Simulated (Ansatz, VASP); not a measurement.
# Al2Cu: VASP beside Ansatz

```
Al Cu
1.0
    -2.02463    2.02463    2.86301
     2.02463   -2.02463    2.86301
     2.02463    2.02463   -2.86301
Al Cu
2 1
Direct
  0.71122 0.24060 0.50140
  0.26342 0.78478 0.49745
  0.52536 0.47462 0.00115
```

Change from the starting cell: all atoms moved at random, sigma 0.15 Å a component.

Alike in both runs: task single point; functional PBEsol; k mesh 12 × 12 × 12; occupations gaussian, width 0.15 eV; no spin polarisation.

|  | VASP | Ansatz |
| --- | --- | --- |
| version | VASP 6.6.1 | Ansatz 0.2.0 |
| potentials or method | VASP PAW PBE potentials, release 64 (Al, Cu), cutoff 520 eV | scalar-relativistic, plane waves, PAW |
| valence electrons in the cell | 17 | 25 |

```tsv
	VASP	Ansatz	Ansatz less VASP
gap on the k mesh at the Fermi level (eV)	none	none	-
pressure (GPa)	3.8	3.7	-0.14
traceless stress, the component that is largest in VASP (GPa)	-6.92	-6.87	+0.048
rms of the force components (eV/Å)	1.018	1.016	-0.0019
```

VASP's potentials were made for PBE, not for PBEsol. Atom by atom the forces differ by 0.002 eV/Å (rms over components). A gap of «none» marks a metal or a gap that the smearing closes. The functional is the same, so the differences come from potentials, cutoffs and numerics. VASP's potentials hold 17 valence electrons a cell and Ansatz's 25, so a difference there can come from the potentials and not from the codes.
